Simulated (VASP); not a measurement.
# AlAs (F-43m) in VASP: a series of runs

The runs below take AlAs through single point, relaxation of cell and atoms, with LDA.

Program: VASP 6.6.1. These are calculated values, not measurements. Logs are shortened: lines on timing, memory, paths and dates and some standing lists are left out, and cuts for length are marked.

### Step 1. The cell of the first run

The structure is cubic, space group F-43m (No. 216). The conventional cell has a = 5.629 Å, b = 5.629 Å, c = 5.629 Å, α = 90.00°, β = 90.00°, γ = 90.00°. Al (site symmetry -43m) has 4 As at 2.44 Å within 3.2 Å. As (site symmetry -43m) has 4 Al at 2.44 Å within 3.2 Å.

### Step 2. Single point, LDA

Contents of INCAR:

```
PREC = Accurate
ENCUT = 500
EDIFF = 1E-6
ISMEAR = 0
SIGMA = 0.01
LREAL = False
LASPH = True
NELM = 120
ALGO = Normal
ISIF = 2
LWAVE = False
LCHARG = False
GGA = CA
NBANDS = 11
GGA_COMPAT = False
```

Contents of KPOINTS:

```
Automatic mesh
0
Gamma
  8 8 8
```

Contents of POSCAR:

```
AlAs
1.0
    0.0000000000      2.8146124515      2.8146124515
    2.8146124515      0.0000000000      2.8146124515
    2.8146124515      2.8146124515      0.0000000000
Al As
1 1
Direct
    0.0000000000      0.0000000000      0.0000000000
    0.2500000000      0.2500000000      0.2500000000
```

Potentials or basis: VASP PAW LDA potentials, release 64 (Al, As).

Started as:

```
$ cat potpaw_LDA.64/Al/POTCAR potpaw_LDA.64/As/POTCAR > POTCAR
$ mpirun -np 1 vasp_std > vasp.out
```

OUTCAR:

```text
PREC = Accurate
   ENCUT = 500
   EDIFF = 1E-6
   ISMEAR = 0
   LREAL = False
   LASPH = True
   NELM = 120
   ISIF = 2
   GGA = CA

 ion  position               nearest neighbor table
   1  0.000  0.000  0.000-   2 2.44   2 2.44   2 2.44   2 2.44
   2  0.250  0.250  0.250-   1 2.44   1 2.44   1 2.44   1 2.44

  LATTYP: Found a face centered cubic cell.
 ALAT       =     5.6292249030

  Lattice vectors:

 A1 = (   0.0000000000,   2.8146124515,   2.8146124515)
 A2 = (   2.8146124515,   0.0000000000,   2.8146124515)
 A3 = (   2.8146124515,   2.8146124515,   0.0000000000)

Analysis of symmetry for initial positions (statically):
=====================================================================
 Subroutine PRICEL returns:
 Original cell was already a primitive cell.

 Routine SETGRP: Setting up the symmetry group for a
 face centered cubic supercell.

 Subroutine GETGRP returns: Found 24 space group operations
 (whereof 24 operations were pure point group operations)
 out of a pool of 48 trial point group operations.

The static configuration has the point symmetry T_d .

Analysis of symmetry for dynamics (positions and initial velocities):
=====================================================================
 Subroutine PRICEL returns:
 Original cell was already a primitive cell.

 Routine SETGRP: Setting up the symmetry group for a
 face centered cubic supercell.

 Subroutine GETGRP returns: Found 24 space group operations
 (whereof 24 operations were pure point group operations)
 out of a pool of 48 trial point group operations.

The dynamic configuration has the point symmetry T_d .

 Subroutine INISYM returns: Found 24 space group operations
 (whereof 24 operations are pure point group operations),
 and found     1 'primitive' translations

----------------------------------------------------------------------------------------

                                     Primitive cell

  volume of cell :      44.5950

  direct lattice vectors                    reciprocal lattice vectors
     0.000000000  2.814612451  2.814612451    -0.177644350  0.177644350  0.177644350
     2.814612451  0.000000000  2.814612451     0.177644350 -0.177644350  0.177644350
     2.814612451  2.814612451  0.000000000     0.177644350  0.177644350 -0.177644350

  length of vectors
     3.980463102  3.980463102  3.980463102     0.307689040  0.307689040  0.307689040

[... 87 lines left out ...]
   ISYM   =      2    0-nonsym 1-usesym 2-fastsym
   POTIM  = 0.5000    time-step for ionic-motion
   TEBEG  =    0.0;   TEEND  =   0.0 temperature during run
   PSTRESS=    0.0 pullay stress
   NELECT =       8.0000    total number of electrons
   NUPDOWN=      -1.0000    fix difference up-down
   EMIN   =  10.00;   EMAX   =-10.00  energy-range for DOS
   EFERMI =   0.00;   METHOD = LEGACY
   ISMEAR =     0;   SIGMA  =   0.01  broadening in eV -4-tet -1-fermi 0-gaus
   EFERMI_NEDOS =   21; number of points for ismear=-14 and -15
   IALGO  =     38    algorithm
   IMIX   =      4    mixing-type and parameters
     AMIX     =   0.40;   BMIX     =  1.00
     AMIX_MAG =   1.60;   BMIX_MAG =  1.00
  volume/ion in A,a.u.               =      22.30       150.47
  Fermi-wavevector in a.u.,A,eV,Ry     =   0.923300  1.744784 11.598737  0.852483
  Thomas-Fermi vector in A             =   2.048922
   LORBIT       =      0    0 simple, 1 ext, 2 COOP (PROOUT), +10 PAW based schemes
   GGA     = CA    functional components
   LHFCALC =     F    Hartree Fock is set to
   AEXX    =    0.0000 exact exchange contribution
   IVDW    =     0    specifies the selected vdW correction
   LEPSILON=     F    determine dielectric tensor
   LRPA    =     F    only Hartree local field effects (RPA)
 non-spin polarized calculation
 Gauss-broadening in eV      SIGMA  =   0.01
  energy-cutoff  :      500.00
  volume of cell :       44.59
 maximum number of plane-waves:      1158
 NGX is ok and might be reduce to    30
   NGX = 15   NGY = 15   NGZ = 15

 number of electron       8.0000001 magnetization

 Free energy of the ion-electron system (eV)
  ---------------------------------------------------
  ext. energy  EPLUGINS =         0.00000000
  ---------------------------------------------------
  free energy    TOTEN  =       -10.51394983 eV

  energy without entropy =      -10.51394983  energy(sigma->0) =      -10.51394983

 E-fermi :   4.0154     XC(G=0):  -9.3425

 val. band max:        3.9276486608   @ k =   0.0000   0.0000   0.0000
 cond. band min:       5.2376855004   @ k =   0.5000   0.5000   0.0000
 fundamental gap:      1.3100368396
 Fermi energy:         4.0153792239

 k-point     1 :       0.0000    0.0000    0.0000
  band No.  band energies     occupation
      1      -8.0611      2.00000
      2       3.9276      2.00000
      3       3.9276      2.00000
      4       3.9276      2.00000
      5       5.9441      0.00000
      6       8.2019      0.00000
      7       8.2019      0.00000
      8       8.2019      0.00000
      9      12.6485      0.00000
     10      12.9943      0.00000
     11      12.9943      0.00000
[... 309 lines left out ...]
 k-point    24 :      -0.3750    0.2500    0.1250
  band No.  band energies     occupation
      1      -6.3386      2.00000
      2      -1.4170      2.00000
      3       1.1731      2.00000
      4       2.3506      2.00000
      5       7.5542      0.00000
      6       8.1065      0.00000
      7      10.6110      0.00000
      8      11.5541      0.00000
      9      12.2633      0.00000
     10      14.9196      0.00000
     11      16.1974      0.00000

 [... further k-points ...]

------------------------ aborting loop because EDIFF is reached ----------------------------------------

  FORCE on cell =-STRESS in cart. coord.  units (eV):
  Direction    XX          YY          ZZ          XY          YZ          ZX
  --------------------------------------------------------------------------------------
  -------------------------------------------------------------------------------------
  Total        0.0965094      0.0965094      0.0965094      0.0000000     -0.0000000     -0.0000000
  in kB        3.4673228      3.4673228      3.4673228      0.0000000     -0.0000000     -0.0000000
  external PRESSURE =       3.4673228 kB  Pullay stress =       0.0000000 kB

 VOLUME and BASIS-vectors are now :
 -----------------------------------------------------------------------------
  energy-cutoff  :      500.00
  volume of cell :       44.59
      direct lattice vectors                 reciprocal lattice vectors
     0.000000000  2.814612451  2.814612451    -0.177644350  0.177644350  0.177644350
     2.814612451  0.000000000  2.814612451     0.177644350 -0.177644350  0.177644350
     2.814612451  2.814612451  0.000000000     0.177644350  0.177644350 -0.177644350

 POSITION                                       TOTAL-FORCE (eV/Angst)
 -----------------------------------------------------------------------------------
      0.00000      0.00000      0.00000        -0.000000     -0.000000     -0.000000
      1.40731      1.40731      1.40731         0.000000      0.000000      0.000000
 -----------------------------------------------------------------------------------
    total drift:                                0.000000      0.000000      0.000000

  FREE ENERGIE OF THE ION-ELECTRON SYSTEM (eV)
  ---------------------------------------------------
  free  energy   TOTEN  =       -10.5139498336 eV

  energy  without entropy=      -10.5139498336  energy(sigma->0) =      -10.51394983
```

OSZICAR:

```text
N       E                     dE             d eps       ncg     rms          rms(c)
DAV:   1     0.132410355885E+02    0.13241E+02   -0.30784E+03   638   0.544E+02
DAV:   2    -0.980142591884E+01   -0.23042E+02   -0.21479E+02   851   0.879E+01
DAV:   3    -0.108272719449E+02   -0.10258E+01   -0.10238E+01   807   0.184E+01
DAV:   4    -0.108358788309E+02   -0.86069E-02   -0.86054E-02   749   0.204E+00
DAV:   5    -0.108359925254E+02   -0.11369E-03   -0.11369E-03   812   0.221E-01    0.342E+00
DAV:   6    -0.105758225445E+02    0.26017E+00   -0.40931E-01   692   0.230E+00    0.193E+00
DAV:   7    -0.105174995799E+02    0.58323E-01   -0.18987E-01   744   0.166E+00    0.662E-01
DAV:   8    -0.105139796906E+02    0.35199E-02   -0.13336E-02   719   0.535E-01    0.906E-02
DAV:   9    -0.105139386378E+02    0.41053E-04   -0.76328E-04   739   0.139E-01    0.388E-02
DAV:  10    -0.105139477310E+02   -0.90931E-05   -0.30031E-05   713   0.287E-02    0.143E-02
DAV:  11    -0.105139503651E+02   -0.26342E-05   -0.66703E-06   746   0.121E-02    0.755E-03
DAV:  12    -0.105139498336E+02    0.53152E-06   -0.18860E-06   428   0.538E-03
   1 F= -.10513950E+02 E0= -.10513950E+02  d E =-.123888E-37
```

Wall time 6.6 s (1 thread of Intel Xeon 6975P-C (Granite Rapids), shared host); peak memory 0.15 GiB.

Results:

```
Free energy            : -10.5139 eV
Pressure               : 0.3 GPa
Band gap on the k mesh : 1.31 eV (least direct gap 2.02 eV)
```

### Step 3. Relaxation of cell and atoms, LDA

Contents of INCAR:

```
SYSTEM = AlAs
PREC = Accurate ; ENCUT = 500
EDIFF = 1E-7 ; ISMEAR = 0
SIGMA = 0.01 ; LREAL = .False.
LASPH = .True. ; NELM = 120
ALGO = Normal ; ISIF = 3
LWAVE = .False. ; LCHARG = .False.
IBRION = 2 ; NSW = 80
EDIFFG = -0.005 ; GGA_COMPAT = .False.
NELMIN = 4
```

Contents of KPOINTS:

```
regular mesh
0
Gamma
  8 8 8
  0 0 0
```

Contents of POSCAR:

```
AlAs
1.0
    0.0000000000      2.8150000000      2.8150000000
    2.8150000000      0.0000000000      2.8150000000
    2.8150000000      2.8150000000      0.0000000000
Al As
1 1
Direct
    0.0000000000      0.0000000000      0.0000000000
    0.2500000000      0.2500000000      0.2500000000
```

Potentials or basis: VASP PAW LDA potentials, release 64 (Al, As).

Started as:

```
$ cat potpaw_LDA.64/Al/POTCAR potpaw_LDA.64/As/POTCAR > POTCAR
$ mpirun -np 1 vasp_std > vasp.out
```

Run time: 10 s. Hardware: 1 thread of Intel Xeon 6975P-C (Granite Rapids), shared host; peak memory 0.14 GiB.

Results (log left out):

* Free energy: -10.5142 eV
* Relaxed volume: 22.40 Å³/atom
* Relaxed cell: a = 3.986 Å, b = 3.986 Å, c = 3.986 Å, α = 60.00°, β = 60.00°, γ = 60.00°
* Space group after relaxing (to 0.1 Å): F-43m (No. 216)
* Energy gained by relaxing: 0.1 meV/atom
* Ionic steps: 3
* Pressure after relaxing: 0.0 GPa
* Band gap on the k mesh: 1.32 eV (least direct gap 1.98 eV)

The path:
```csv
step,energy change (eV),largest force (eV/Å),pressure (GPa),volume (Å³)
1,0.0000,0.0000,0.31,44.61
2,-0.0001,0.0000,-0.16,44.89
3,-0.0002,0.0000,0.00,44.80
```

Final structure:
```yaml
crystal:
  lattice:
    - [0.00000, 2.81887, 2.81887]
    - [2.81887, 0.00000, 2.81887]
    - [2.81887, 2.81887, 0.00000]
  atoms:
    - { symbol: Al, position: [0.00000, 0.00000, 0.00000] }
    - { symbol: As, position: [0.25000, 0.25000, 0.25000] }
```

Levels at points of the mesh, in eV from the valence-band top:
| k point | band 1 | band 2 | band 3 | band 4 | band 5 | band 6 | band 7 | band 8 |
| --- | --- | --- | --- | --- | --- | --- | --- | --- |
| (0.00, 0.00, 0.00) | -11.96 | 0.00 | 0.00 | 0.00 | 1.98 | 4.27 | 4.27 | 4.27 |
| (0.50, 0.00, 0.00) | -10.52 | -5.65 | -0.83 | -0.83 | 2.07 | 4.65 | 4.65 | 7.61 |
| (0.50, 0.50, 0.00) | -9.96 | -5.49 | -2.20 | -2.20 | 1.32 | 2.20 | 10.30 | 10.30 |

A k mesh can miss the band edges.
